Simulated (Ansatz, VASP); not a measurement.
## Al: VASP beside Ansatz

```
Al
1.0
    -1.61887    1.61887    1.61887
     1.61887   -1.61887    1.61887
     1.61887    1.61887   -1.61887
Al
1
Direct
  0.00000 0.00000 0.00000
```

Alike in both runs: functional PBE; k mesh 14 × 14 × 14; occupations fermi-dirac, width 0.1 eV; no spin polarisation.

Ansatz relaxed the structure, and its values are those at the end. VASP's run is a single point on that final structure, the one shown.

```csv
,VASP,Ansatz
version,VASP 6.6.1,Ansatz 0.2.0
potentials or method,"VASP PAW PBE potentials, release 64 (Al), cutoff 520 eV","plane waves (420 eV) with PAW, scalar-relativistic"
valence electrons in the cell,3,3
```

```csv
,VASP,Ansatz,Ansatz less VASP
pressure (GPa),-0.1,0.0,+0.02
```
